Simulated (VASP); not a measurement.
# TaN in VASP: notebook

The runs below take TaN through single point, with PBE.

Everything below comes from runs of VASP 6.6.1. Logs are shortened: lines on timing, memory, paths and dates and some standing lists are left out, and cuts for length are marked.

### 1 The cell of the first run

Symmetry: C222_1, No. 20, orthorhombic system. The conventional cell has a = 2.917 Å, b = 5.052 Å, c = 5.914 Å, α = 90.00°, β = 90.00°, γ = 90.00°. Within 3.0 Å of Ta (site symmetry 2) lie 6 N at 2.18 to 2.31 Å and 8 Ta at 2.92 to 2.96 Å. N (site symmetry 2) has 6 Ta at 2.18 to 2.31 Å and 6 N at 2.92 Å within 3.0 Å.

### 2 Single point, PBE (atoms displaced along a vibrational mode)

The input, INCAR:

```
PREC = Accurate
ENCUT = 520
EDIFF = 1E-6
ISMEAR = 0
SIGMA = 0.15
LREAL = False
LASPH = True
NELM = 80
ALGO = Normal
ISIF = 2
LWAVE = False
LCHARG = True
GGA = PE
LELF = True
LVHAR = True
NBANDS = 24
```

The input, KPOINTS:

```
regular mesh
0
Gamma
  15 15 8
```

The input, POSCAR:

```
TaN
1.0
    2.9168996769      0.0000000000      0.0000000000
   -1.4584498385      2.5261092205      0.0000000000
    0.0000000000      0.0000000000      5.9142266377
Ta N
2 2
Direct
   -0.0342829754      0.0000000000      0.0000000000
    0.0342829754      0.0000000000      0.5000000000
    0.3333333333      0.6666666667      0.2500000000
    0.6666666667      0.3333333333      0.7500000000
```

Potentials or basis: VASP PAW PBE potentials, release 64 (Ta_pv, N).

Command:

```console
$ cat potpaw_PBE.64/Ta_pv/POTCAR potpaw_PBE.64/N/POTCAR > POTCAR
$ mpirun -np 1 vasp_std > vasp.out
```

OUTCAR:

```text
PREC = Accurate
   ENCUT = 520
   EDIFF = 1E-6
   ISMEAR = 0
   LREAL = False
   LASPH = True
   NELM = 80
   ISIF = 2
   GGA = PE

 ion  position               nearest neighbor table
   1  0.966  0.000  0.000-   4 2.18   3 2.18   3 2.24   4 2.24   3 2.31   4 2.31   2 2.96   2 2.96

   2  0.034  0.000  0.500-   3 2.18   4 2.18   4 2.24   3 2.24   4 2.31   3 2.31   1 2.96   1 2.96

   3  0.333  0.667  0.250-   2 2.18   1 2.18   1 2.24   2 2.24   1 2.31   2 2.31
   4  0.667  0.333  0.750-   1 2.18   2 2.18   2 2.24   1 2.24   2 2.31   1 2.31

  LATTYP: Found a hexagonal cell.
 ALAT       =     2.9168996769
 C/A-ratio  =     2.0275728660

  Lattice vectors:

 A1 = (   2.9168996769,   0.0000000000,   0.0000000000)
 A2 = (  -1.4584498385,   2.5261092205,   0.0000000000)
 A3 = (   0.0000000000,   0.0000000000,   5.9142266377)

Analysis of symmetry for initial positions (statically):
=====================================================================
 Subroutine PRICEL returns:
 Original cell was already a primitive cell.

 Routine SETGRP: Setting up the symmetry group for a
 hexagonal supercell.

 Subroutine GETGRP returns: Found  4 space group operations
 (whereof  2 operations were pure point group operations)
 out of a pool of 24 trial point group operations.

The static configuration has the point symmetry C_2 .
 The point group associated with its full space group is D_2 .

Analysis of symmetry for dynamics (positions and initial velocities):
=====================================================================
 Subroutine PRICEL returns:
 Original cell was already a primitive cell.

 Routine SETGRP: Setting up the symmetry group for a
 hexagonal supercell.

 Subroutine GETGRP returns: Found  4 space group operations
 (whereof  2 operations were pure point group operations)
 out of a pool of 24 trial point group operations.

The dynamic configuration has the point symmetry C_2 .
 The point group associated with its full space group is D_2 .

 Subroutine INISYM returns: Found  4 space group operations
 (whereof  2 operations are pure point group operations),
 and found     1 'primitive' translations

----------------------------------------------------------------------------------------

                                     Primitive cell

  volume of cell :      43.5784

  direct lattice vectors                    reciprocal lattice vectors
     2.916899677  0.000000000  0.000000000     0.342829754  0.197932851  0.000000000
    -1.458449838  2.526109220  0.000000000     0.000000000  0.395865702  0.000000000
     0.000000000  0.000000000  5.914226638     0.000000000  0.000000000  0.169083815

  length of vectors
     2.916899677  2.916899677  5.914226638     0.395865702  0.395865702  0.169083815

  position of ions in fractional coordinates (direct lattice)
     0.965717025  0.000000000  0.000000000
     0.034282975  0.000000000  0.500000000
     0.333333333  0.666666667  0.250000000
     0.666666667  0.333333333  0.750000000

  ion indices of the primitive-cell ions
   primitive index   ion index
                 1           1
                 2           2
                 3           3
                 4           4

----------------------------------------------------------------------------------------

 KPOINTS: regular mesh

Automatic generation of k-mesh.
 Grid dimensions read from file:
 generate k-points for:   15   15    8

 Generating k-lattice:

  Cartesian coordinates                     Fractional coordinates (reciprocal lattice)
     0.022855317  0.013195523  0.000000000     0.066666667  0.000000000  0.000000000
     0.000000000  0.026391047  0.000000000     0.000000000  0.066666667  0.000000000
     0.000000000  0.000000000  0.021135477     0.000000000  0.000000000  0.125000000

  Length of vectors
     0.026391047  0.026391047  0.021135477

  Shift w.r.t. Gamma in fractional coordinates (k-lattice)
     0.000000000  0.000000000  0.000000000

 Subroutine IBZKPT returns following result:
 ===========================================

 Found    320 irreducible k-points:

 Following reciprocal coordinates:
            Coordinates               Weight
  0.000000  0.000000  0.000000      1.000000
  0.066667 -0.000000  0.000000      4.000000
  0.000000  0.066667  0.000000      2.000000
  0.133333 -0.000000  0.000000      4.000000
  0.000000  0.133333  0.000000      2.000000
  0.200000  0.000000  0.000000      4.000000
[... 16 lines left out ...]
 -0.266667  0.200000  0.000000      4.000000
  0.266667  0.066667  0.000000      4.000000
 [... further k-points ...]
   k-points           NKPTS =    320   k-points in BZ     NKDIM =    320   number of bands    NBANDS=     24
   number of dos      NEDOS =    301   number of ions     NIONS =      4
   total plane-waves  NPLWV =  27648
   dimension x,y,z NGX =    24 NGY =   24 NGZ =   48
   dimension x,y,z NGXF=    48 NGYF=   48 NGZF=   96
   ions per type =               2   2
   NGX,Y,Z   is equivalent  to a cutoff of  13.68, 13.68, 13.49 a.u.
   NGXF,Y,Z  is equivalent  to a cutoff of  27.36, 27.36, 26.99 a.u.
 SYSTEM =  unknown system
   PREC   = accura    normal or accurate (medium, high low for compatibility)
   ISTART =      0    job   : 0-new  1-cont  2-samecut
   ICHARG =      2    charge: 1-file 2-atom 10-const
   ISPIN  =      1    spin polarized calculation?
   LNONCOLLINEAR =      F non collinear calculations
   LSORBIT =      F    spin-orbit coupling
   LASPH  =      T    aspherical Exc in radial PAW
   ENCUT  =  520.0 eV  38.22 Ry    6.18 a.u.   5.42  5.42 11.00*2*pi/ulx,y,z
   NELM   =     80;   NELMIN=  2; NELMDL= -5     # of ELM steps
   EDIFF  = 0.1E-05   stopping-criterion for ELM
   LREAL  =      F    real-space projection
   EDIFFG = 0.1E-04   stopping-criterion for IOM
   NSW    =      0    number of steps for IOM
   IBRION =     -1    ionic relax: 0-MD 1-quasi-New 2-CG
   NFREE  =      0    steps in history (QN), initial steepest desc. (CG)
   ISIF   =      2    stress and relaxation
   ISYM   =      2    0-nonsym 1-usesym 2-fastsym
   POTIM  = 0.5000    time-step for ionic-motion
   TEBEG  =    0.0;   TEEND  =   0.0 temperature during run
   PSTRESS=    0.0 pullay stress
   NELECT =      32.0000    total number of electrons
   NUPDOWN=      -1.0000    fix difference up-down
   EMIN   =  10.00;   EMAX   =-10.00  energy-range for DOS
   EFERMI =   0.00;   METHOD = LEGACY
   ISMEAR =     0;   SIGMA  =   0.15  broadening in eV -4-tet -1-fermi 0-gaus
   EFERMI_NEDOS =   21; number of points for ismear=-14 and -15
   IALGO  =     38    algorithm
   IMIX   =      4    mixing-type and parameters
     AMIX     =   0.40;   BMIX     =  1.00
     AMIX_MAG =   1.60;   BMIX_MAG =  1.00
  volume/ion in A,a.u.               =      10.89        73.52
  Fermi-wavevector in a.u.,A,eV,Ry     =   1.476956  2.791043 29.679746  2.181400
  Thomas-Fermi vector in A             =   2.591419
   LORBIT       =      0    0 simple, 1 ext, 2 COOP (PROOUT), +10 PAW based schemes
   GGA     = PE    functional components
   LHFCALC =     F    Hartree Fock is set to
   AEXX    =    0.0000 exact exchange contribution
   IVDW    =     0    specifies the selected vdW correction
   LEPSILON=     F    determine dielectric tensor
   LRPA    =     F    only Hartree local field effects (RPA)
 non-spin polarized calculation
 Gauss-broadening in eV      SIGMA  =   0.15
  energy-cutoff  :      520.00
  volume of cell :       43.58
 maximum number of plane-waves:      1221
 NGX is ok and might be reduce to    24
   NGX = 11   NGY = 11   NGZ = 21

 number of electron      32.0000001 magnetization

 Free energy of the ion-electron system (eV)
  ---------------------------------------------------
  ext. energy  EPLUGINS =         0.00000000
  ---------------------------------------------------
  free energy    TOTEN  =       -43.89742981 eV

  energy without entropy =      -43.88439047  energy(sigma->0) =      -43.89091014

 E-fermi :   8.1728     XC(G=0): -13.2847

 val. band max:        8.1653888497   @ k =   0.0000   0.1333   0.0000
 cond. band min:       8.1890887939   @ k =   0.0000   0.0000   0.1250
 fundamental gap:      0.0236999442
 Fermi energy:         8.1727736207

 k-point     1 :       0.0000    0.0000    0.0000
  band No.  band energies     occupation
      1     -27.4452      2.00000
      2     -26.7082      2.00000
      3     -26.4458      2.00000
      4     -26.4418      2.00000
      5     -26.3911      2.00000
      6     -26.3832      2.00000
[... 16 lines left out ...]
     23      12.2096      0.00000
     24      14.0619      0.00000

 k-point     2 :       0.0667   -0.0000    0.0000
  band No.  band energies     occupation
      1     -27.4338      2.00000
      2     -26.7017      2.00000
      3     -26.4958      2.00000
      4     -26.4536      2.00000
      5     -26.4359      2.00000
      6     -26.3951      2.00000
[... 16 lines left out ...]
     23      12.2096      0.00000
     24      13.9027      0.00000

 k-point     3 :       0.0000    0.0667    0.0000
  band No.  band energies     occupation
      1     -27.4339      2.00000
      2     -26.7016      2.00000
      3     -26.4928      2.00000
      4     -26.4567      2.00000
      5     -26.4299      2.00000
      6     -26.4012      2.00000
[... 16 lines left out ...]
     23      12.2466      0.00000
     24      13.9088      0.00000
[... 514 lines left out ...]
 k-point    23 :      -0.2667    0.2000    0.0000
  band No.  band energies     occupation
      1     -27.3191      2.00000
      2     -26.9662      2.00000
      3     -26.8698      2.00000
      4     -26.6374      2.00000
      5     -26.5715      2.00000
      6     -26.5054      2.00000
[... 16 lines left out ...]
     23      13.4323      0.00000
     24      14.1220      0.00000

 k-point    24 :       0.2667    0.0667    0.0000
  band No.  band energies     occupation
      1     -27.2657      2.00000
      2     -27.1734      2.00000
      3     -27.0641      2.00000
      4     -26.6288      2.00000
      5     -26.6062      2.00000
      6     -26.5590      2.00000
[... 16 lines left out ...]
     23      14.1417      0.00000
     24      14.6899      0.00000

 [... further k-points ...]

------------------------ aborting loop because EDIFF is reached ----------------------------------------

  FORCE on cell =-STRESS in cart. coord.  units (eV):
  Direction    XX          YY          ZZ          XY          YZ          ZX
  --------------------------------------------------------------------------------------
  -------------------------------------------------------------------------------------
  Total        0.6071878      0.4170556      0.8755387     -0.0000000      0.0000000      0.0000000
  in kB       22.3234869     15.3332071     32.1895092     -0.0000000      0.0000000      0.0000000
  external PRESSURE =      23.2820677 kB  Pullay stress =       0.0000000 kB

 VOLUME and BASIS-vectors are now :
 -----------------------------------------------------------------------------
  energy-cutoff  :      520.00
  volume of cell :       43.58
      direct lattice vectors                 reciprocal lattice vectors
     2.916899677  0.000000000  0.000000000     0.342829754  0.197932851  0.000000000
    -1.458449838  2.526109220  0.000000000     0.000000000  0.395865702  0.000000000
     0.000000000  0.000000000  5.914226638     0.000000000  0.000000000  0.169083815

 POSITION                                       TOTAL-FORCE (eV/Angst)
 -----------------------------------------------------------------------------------
      2.81690      0.00000      0.00000         1.310839     -0.000000      0.000000
      0.10000      0.00000      2.95711        -1.310839     -0.000000      0.000000
     -0.00000      1.68407      1.47856         0.000000     -0.052011      0.000000
      1.45845      0.84204      4.43567        -0.000000      0.052011      0.000000
 -----------------------------------------------------------------------------------
    total drift:                               -0.000000     -0.000000      0.000000

  FREE ENERGIE OF THE ION-ELECTRON SYSTEM (eV)
  ---------------------------------------------------
  free  energy   TOTEN  =       -43.8974298090 eV

  energy  without entropy=      -43.8843904712  energy(sigma->0) =      -43.89091014
```

Run time: 2.3 min. Hardware: 1 thread of Intel Xeon Platinum 8488C (Sapphire Rapids), shared host; peak memory 0.4 GiB.

What came out:

* Free energy: -43.8974 eV
* Pressure: 2.3 GPa
* Largest force: 1.311 eV/Å
* Band gap on the k mesh: zero (bands 16 and 17 overlap by 0.88 eV)

Forces in eV/Å, atoms in the order of the input:
```
Ta   1.311  0.000  0.000
Ta  -1.311  0.000  0.000
N    0.000 -0.052  0.000
N    0.000  0.052  0.000
```

Stress tensor (GPa, compression positive):
```
2.23 0.00 0.00
0.00 1.53 0.00
0.00 0.00 3.22
```

Levels at points of the mesh, in eV from the Fermi level:
| k point | band 12 | band 13 | band 14 | band 15 | band 16 | band 17 | band 18 | band 19 | band 20 | band 21 |
| --- | --- | --- | --- | --- | --- | --- | --- | --- | --- | --- |
| (0.00, 0.00, 0.00) | -4.29 | -3.48 | -2.13 | -2.10 | -0.27 | -0.24 | 0.56 | 0.61 | 2.27 | 3.12 |
| (0.00, 0.00, 0.50) | -3.90 | -3.88 | -3.88 | -0.65 | -0.65 | 0.97 | 0.97 | 0.97 | 0.97 | 4.23 |

Caveat: the cell differs from its parent crystal (atoms displaced along a vibrational mode); spin-orbit coupling is left out, which moves the levels of the heavy elements; forces of over 1 eV/Å act on the atoms, so gaps and moduli don't describe the material at rest.

### 3 Single point, PBE (atoms displaced along several vibrational modes)

The input, INCAR:

```
SYSTEM = TaN
PREC     = Accurate       ! precision mode
ENCUT    = 520            ! plane-wave cutoff, eV
EDIFF    = 1E-7           ! SCF threshold, eV
ISMEAR   = 0              ! smearing method
SIGMA    = 0.15           ! smearing width, eV
LREAL    = .False.        ! projectors in reciprocal space
LASPH    = .True.         ! aspherical terms in the spheres
NELM     = 60             ! most SCF steps
ALGO     = Normal         ! electronic algorithm
ISIF     = 2              ! what is computed and relaxed
LWAVE    = .False.        ! write WAVECAR
LCHARG   = .False.        ! write CHGCAR
GGA      = PE             ! functional
NBANDS   = 24             ! bands
```

The input, KPOINTS:

```
Automatic mesh
0
Gamma
  15 15 8
  0 0 0
```

POSCAR: that of step 2 with these lines changed.

```diff
@@ -8,4 +8,4 @@
 Direct
-   -0.0342829754      0.0000000000      0.0000000000
-    0.0342829754      0.0000000000      0.5000000000
+   -0.0468314154     -0.0593798553      0.0000000000
+    0.0468314154      0.0593798553      0.5000000000
     0.3333333333      0.6666666667      0.2500000000
```

Potentials or basis: VASP PAW PBE potentials, release 64 (Ta_pv, N).

Command:

```console
$ cat potpaw_PBE.64/Ta_pv/POTCAR potpaw_PBE.64/N/POTCAR > POTCAR
$ mpirun -np 1 vasp_std > vasp.out
```

It took 4.4 min on 1 thread of Intel Xeon Platinum 8488C (Sapphire Rapids), shared host; peak memory 0.58 GiB.

Results (log left out):

- Free energy: -43.7040 eV
- Pressure: 4.5 GPa
- Largest force: 2.007 eV/Å
- Band gap on the k mesh: zero (bands 16 and 17 overlap by 0.74 eV)

Forces on the atoms (eV/Å):
```
Ta   0.635  1.903  0.021
Ta  -0.635 -1.903  0.021
N   -0.080  0.107 -0.021
N    0.080 -0.107 -0.021
```

Stress tensor (GPa, compression positive):
```
2.65 0.60 0.00
0.60 4.22 0.00
0.00 0.00 6.74
```

Levels at points of the mesh, in eV from the Fermi level:
| k point | band 12 | band 13 | band 14 | band 15 | band 16 | band 17 | band 18 | band 19 | band 20 | band 21 |
| --- | --- | --- | --- | --- | --- | --- | --- | --- | --- | --- |
| (0.00, 0.00, 0.00) | -4.25 | -3.45 | -2.32 | -2.25 | -0.32 | -0.23 | 0.56 | 0.69 | 2.21 | 3.13 |
| (0.00, 0.00, 0.50) | -3.95 | -3.90 | -3.90 | -0.63 | -0.63 | 0.94 | 0.94 | 0.96 | 0.96 | 4.14 |

Caveat: the cell differs from its parent crystal (atoms displaced along several vibrational modes); the cell stands under pressure; spin-orbit coupling is left out, which moves the levels of the heavy elements; forces of over 1 eV/Å act on the atoms, so gaps and moduli don't describe the material at rest.

The gap in the log of VASP goes by the Fermi energy; the results here count the filled bands.